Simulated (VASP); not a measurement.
# SnTe3 (Fm-3m) in VASP: further runs, part 2 of 2

VASP 6.6.1.

**5. Single point, r2SCAN**

This run uses another cell than the first one, of 29.93 Å³/atom, 1.061 times its volume.

Contents of POSCAR:

```
SnTe3
1.0
    0.0000000000      3.9120303401      3.9120303401
    3.9120303401      0.0000000000      3.9120303401
    3.9120303401      3.9120303401      0.0000000000
Te Sn
3 1
Direct
    0.5000000000      0.5000000000      0.5000000000
    0.7500000000      0.7500000000      0.7500000000
    0.2500000000      0.2500000000      0.2500000000
    0.0000000000      0.0000000000      0.0000000000
```

Contents of INCAR.step1:

```
SYSTEM = SnTe3
ALGO = Normal ; EDIFF = 1E-4
ENCUT = 520 ; GGA = PE
ISMEAR = -1 ; LASPH = .True.
LCHARG = .False. ; LREAL = .False.
LWAVE = .True. ; NBANDS = 24
NELM = 80 ; PREC = Accurate
SIGMA = 0.05
```

Contents of INCAR.step2:

```
SYSTEM = SnTe3
ALGO = Normal ; EDIFF = 1E-6
ENCUT = 520 ; ISIF = 2
ISMEAR = -1 ; ISTART = 1
LASPH = .True. ; LCHARG = .False.
LMIXTAU = .True. ; LREAL = .False.
LWAVE = .False. ; METAGGA = R2SCAN
NBANDS = 24 ; NELM = 80
PREC = Accurate ; SIGMA = 0.05
```

Contents of KPOINTS:

```
k-points
0
Gamma
  6 6 6
  0 0 0
```

Potentials or basis: VASP PAW PBE potentials, release 64 (Te, Sn_d).

On the command line:

```sh
$ cat potpaw_PBE.64/Te/POTCAR potpaw_PBE.64/Sn_d/POTCAR > POTCAR
$ cp INCAR.step1 INCAR
$ mpirun -np 1 vasp_std > vasp.out
$ cp INCAR.step2 INCAR
$ mpirun -np 1 vasp_std > vasp.out
```

OUTCAR:

```text
SYSTEM = SnTe3
   EDIFF = 1E-6
   ENCUT = 520
   ISIF = 2
   ISMEAR = -1
   ISTART = 1
   LASPH = .True.
   LREAL = .False.
   METAGGA = R2SCAN
   NELM = 80
   PREC = Accurate

 ion  position               nearest neighbor table
   1  0.500  0.500  0.500-   3 3.39   3 3.39   3 3.39   2 3.39   3 3.39   2 3.39   2 3.39   2 3.39

   2  0.750  0.750  0.750-   1 3.39   1 3.39   1 3.39   1 3.39   4 3.39   4 3.39   4 3.39   4 3.39

   3  0.250  0.250  0.250-   4 3.39   4 3.39   4 3.39   1 3.39   4 3.39   1 3.39   1 3.39   1 3.39

   4  0.000  0.000  0.000-   2 3.39   2 3.39   2 3.39   2 3.39   3 3.39   3 3.39   3 3.39   3 3.39

  LATTYP: Found a face centered cubic cell.
 ALAT       =     7.8240606802

  Lattice vectors:

 A1 = (   0.0000000000,   3.9120303401,   3.9120303401)
 A2 = (   3.9120303401,   0.0000000000,   3.9120303401)
 A3 = (   3.9120303401,   3.9120303401,   0.0000000000)

Analysis of symmetry for initial positions (statically):
=====================================================================
 Subroutine PRICEL returns:
 Original cell was already a primitive cell.

 Routine SETGRP: Setting up the symmetry group for a
 face centered cubic supercell.

 Subroutine GETGRP returns: Found 48 space group operations
 (whereof 48 operations were pure point group operations)
 out of a pool of 48 trial point group operations.

The static configuration has the point symmetry O_h .

Analysis of symmetry for dynamics (positions and initial velocities):
=====================================================================
 Subroutine PRICEL returns:
 Original cell was already a primitive cell.

 Routine SETGRP: Setting up the symmetry group for a
 face centered cubic supercell.

 Subroutine GETGRP returns: Found 48 space group operations
 (whereof 48 operations were pure point group operations)
 out of a pool of 48 trial point group operations.

The dynamic configuration has the point symmetry O_h .

 Subroutine INISYM returns: Found 48 space group operations
 (whereof 48 operations are pure point group operations),
 and found     1 'primitive' translations

----------------------------------------------------------------------------------------

                                     Primitive cell

  volume of cell :     119.7393

  direct lattice vectors                    reciprocal lattice vectors
     0.000000000  3.912030340  3.912030340    -0.127810870  0.127810870  0.127810870
     3.912030340  0.000000000  3.912030340     0.127810870 -0.127810870  0.127810870
     3.912030340  3.912030340  0.000000000     0.127810870  0.127810870 -0.127810870

  length of vectors
     5.532446363  5.532446363  5.532446363     0.221374920  0.221374920  0.221374920

  position of ions in fractional coordinates (direct lattice)
     0.500000000  0.500000000  0.500000000
     0.750000000  0.750000000  0.750000000
     0.250000000  0.250000000  0.250000000
     0.000000000  0.000000000  0.000000000

  ion indices of the primitive-cell ions
   primitive index   ion index
                 1           1
                 2           2
                 3           3
                 4           4

----------------------------------------------------------------------------------------

 KPOINTS: k-points

Automatic generation of k-mesh.
 Grid dimensions read from file:
 generate k-points for:    6    6    6

 Generating k-lattice:

  Cartesian coordinates                     Fractional coordinates (reciprocal lattice)
    -0.021301812  0.021301812  0.021301812     0.166666667  0.000000000  0.000000000
     0.021301812 -0.021301812  0.021301812     0.000000000  0.166666667  0.000000000
     0.021301812  0.021301812 -0.021301812     0.000000000  0.000000000  0.166666667

  Length of vectors
     0.036895820  0.036895820  0.036895820

  Shift w.r.t. Gamma in fractional coordinates (k-lattice)
     0.000000000  0.000000000  0.000000000

 Subroutine IBZKPT returns following result:
 ===========================================

 Found     16 irreducible k-points:

 Following reciprocal coordinates:
            Coordinates               Weight
  0.000000  0.000000  0.000000      1.000000
  0.166667  0.000000  0.000000      8.000000
  0.333333  0.000000  0.000000      8.000000
  0.500000  0.000000  0.000000      4.000000
  0.166667  0.166667  0.000000      6.000000
  0.333333  0.166667  0.000000     24.000000
[... 8 lines left out ...]
 -0.333333  0.333333  0.166667     24.000000
 -0.333333  0.500000  0.166667     12.000000
   k-points           NKPTS =     16   k-points in BZ     NKDIM =     16   number of bands    NBANDS=     24
   number of dos      NEDOS =    301   number of ions     NIONS =      4
   total plane-waves  NPLWV =  74088
   dimension x,y,z NGX =    42 NGY =   42 NGZ =   42
   dimension x,y,z NGXF=    84 NGYF=   84 NGZF=   84
   ions per type =               3   1
   NGX,Y,Z   is equivalent  to a cutoff of  12.62, 12.62, 12.62 a.u.
   NGXF,Y,Z  is equivalent  to a cutoff of  25.24, 25.24, 25.24 a.u.
 SYSTEM =  SnTe3
   PREC   = accura    normal or accurate (medium, high low for compatibility)
   ISTART =      1    job   : 0-new  1-cont  2-samecut
   ICHARG =      0    charge: 1-file 2-atom 10-const
   ISPIN  =      1    spin polarized calculation?
   LNONCOLLINEAR =      F non collinear calculations
   LSORBIT =      F    spin-orbit coupling
   LASPH  =      T    aspherical Exc in radial PAW
   ENCUT  =  520.0 eV  38.22 Ry    6.18 a.u.  10.29 10.29 10.29*2*pi/ulx,y,z
   NELM   =     80;   NELMIN=  2; NELMDL=  0     # of ELM steps
   EDIFF  = 0.1E-05   stopping-criterion for ELM
   LREAL  =      F    real-space projection
   EDIFFG = 0.1E-04   stopping-criterion for IOM
   NSW    =      0    number of steps for IOM
   IBRION =     -1    ionic relax: 0-MD 1-quasi-New 2-CG
   NFREE  =      0    steps in history (QN), initial steepest desc. (CG)
   ISIF   =      2    stress and relaxation
   ISYM   =      2    0-nonsym 1-usesym 2-fastsym
   POTIM  = 0.5000    time-step for ionic-motion
   TEBEG  =    0.0;   TEEND  =   0.0 temperature during run
   PSTRESS=    0.0 pullay stress
   NELECT =      32.0000    total number of electrons
   NUPDOWN=      -1.0000    fix difference up-down
   EMIN   =  10.00;   EMAX   =-10.00  energy-range for DOS
   EFERMI =   0.00;   METHOD = LEGACY
   ISMEAR =    -1;   SIGMA  =   0.05  broadening in eV -4-tet -1-fermi 0-gaus
   EFERMI_NEDOS =   21; number of points for ismear=-14 and -15
   IALGO  =     38    algorithm
   IMIX   =      4    mixing-type and parameters
     AMIX     =   0.40;   BMIX     =  1.00
     AMIX_MAG =   1.60;   BMIX_MAG =  1.00
  volume/ion in A,a.u.               =      29.93       202.01
  Fermi-wavevector in a.u.,A,eV,Ry     =   1.054498  1.992713 15.129229  1.111967
  Thomas-Fermi vector in A             =   2.189661
   LORBIT       =      0    0 simple, 1 ext, 2 COOP (PROOUT), +10 PAW based schemes
   METAGGA = R2SCAN    functional components
   LHFCALC =     F    Hartree Fock is set to
   AEXX    =    0.0000 exact exchange contribution
   IVDW    =     0    specifies the selected vdW correction
   LEPSILON=     F    determine dielectric tensor
   LRPA    =     F    only Hartree local field effects (RPA)
 non-spin polarized calculation
  energy-cutoff  :      520.00
  volume of cell :      119.74
 maximum number of plane-waves:      3250
 NGX is ok and might be reduce to    42
   NGX = 21   NGY = 21   NGZ = 21

 number of electron      32.0000007 magnetization

 Free energy of the ion-electron system (eV)
  ---------------------------------------------------
  ext. energy  EPLUGINS =         0.00000000
  ---------------------------------------------------
  free energy    TOTEN  =       -99.92286769 eV

  energy without entropy =      -99.89363658  energy(sigma->0) =      -99.90825214

 E-fermi :   7.0903     XC(G=0): -10.3716

 val. band max:        7.0733805539   @ k =   0.3333   0.0000   0.0000
 cond. band min:       7.2020639974   @ k =  -0.1667   0.1667   0.0000
 fundamental gap:      0.1286834435
 Fermi energy:         7.0903486963

 k-point     1 :       0.0000    0.0000    0.0000
  band No.  band energies     occupation
      1     -15.2710      2.00000
      2     -15.2710      2.00000
      3     -15.2710      2.00000
      4     -15.2672      2.00000
      5     -15.2672      2.00000
      6      -6.6292      2.00000
[... 421 lines left out ...]
     23      14.0638      0.00000
     24      14.2843      0.00000

------------------------ aborting loop because EDIFF is reached ----------------------------------------

  FORCE on cell =-STRESS in cart. coord.  units (eV):
  Direction    XX          YY          ZZ          XY          YZ          ZX
  --------------------------------------------------------------------------------------
  -------------------------------------------------------------------------------------
  Total       -1.3772641     -1.3772641     -1.3772641      0.0000000      0.0000000     -0.0000000
  in kB      -18.4285508    -18.4285508    -18.4285508      0.0000000      0.0000000     -0.0000000
  external PRESSURE =     -18.4285508 kB  Pullay stress =       0.0000000 kB

 VOLUME and BASIS-vectors are now :
 -----------------------------------------------------------------------------
  energy-cutoff  :      520.00
  volume of cell :      119.74
      direct lattice vectors                 reciprocal lattice vectors
     0.000000000  3.912030340  3.912030340    -0.127810870  0.127810870  0.127810870
     3.912030340  0.000000000  3.912030340     0.127810870 -0.127810870  0.127810870
     3.912030340  3.912030340  0.000000000     0.127810870  0.127810870 -0.127810870

 POSITION                                       TOTAL-FORCE (eV/Angst)
 -----------------------------------------------------------------------------------
      3.91203      3.91203      3.91203         0.000000      0.000000      0.000000
      5.86805      5.86805      5.86805        -0.000000     -0.000000     -0.000000
      1.95602      1.95602      1.95602         0.000000      0.000000      0.000000
      0.00000      0.00000      0.00000         0.000000      0.000000      0.000000
 -----------------------------------------------------------------------------------
    total drift:                               -0.000000      0.000000      0.000000

  FREE ENERGIE OF THE ION-ELECTRON SYSTEM (eV)
  ---------------------------------------------------
  free  energy   TOTEN  =       -99.9228676934 eV

  energy  without entropy=      -99.8936365840  energy(sigma->0) =      -99.90825214
```

Wall time 2 min (1 thread of Intel Xeon Platinum 8488C (Sapphire Rapids), shared host); peak memory 0.3 GiB.

What came out:

```yaml
Free_energy: -99.9229 eV
Pressure: -1.8 GPa
Band_gap_on_the_k_mesh: zero (band 16 reaches 7.51 eV, above the bottom of band 17 at 5.29 eV)
```

Levels at points of the mesh, in eV from the Fermi level:
```
           k point  band 12  band 13  band 14  band 15  band 16  band 17  band 18  band 19  band 20  band 21
(0.00, 0.00, 0.00)    -3.30    -3.24    -3.24    -3.24    -1.80    -1.80    -1.80     3.70     3.70     4.10
(0.50, 0.00, 0.00)    -3.37    -3.37    -2.09    -1.92     0.42     0.42     1.22     2.01     2.01     3.39
(0.50, 0.50, 0.00)    -1.51    -0.92    -0.64    -0.64    -0.04     0.15     0.15     2.18     3.45     3.45
```

Caveat: the PAW data sets were made with another functional, which shifts forces and pressure a little; spin-orbit coupling is left out, which moves the levels of the heavy elements.

**6. Summary**

| cell | gap on the mesh (eV) | pressure (GPa) |
| --- | --- | --- |
| a = 5.424 Å, angles 60.0°, 4 atoms | none | 1.1 |
| a = 5.461 Å, angles 60.0°, 4 atoms | none | 0.0 |
| a = 5.497 Å, angles 60.0°, 4 atoms | none | -1.0 |
| a = 5.532 Å, angles 60.0°, 4 atoms | none | -1.8 |

Alike in all rows: task single point; level r2SCAN; potentials or basis VASP PAW PBE potentials, release 64 (Te, Sn_d); no spin polarisation; k mesh 6 × 6 × 6; cutoff (eV) 520; smearing fermi-dirac 0.05 eV.

Caveats: the PAW data sets were made with another functional, which shifts forces and pressure a little; spin-orbit coupling is left out, which moves the levels of the heavy elements.

Total energies depend on the potentials used, so only differences within one code and one set of settings carry meaning.
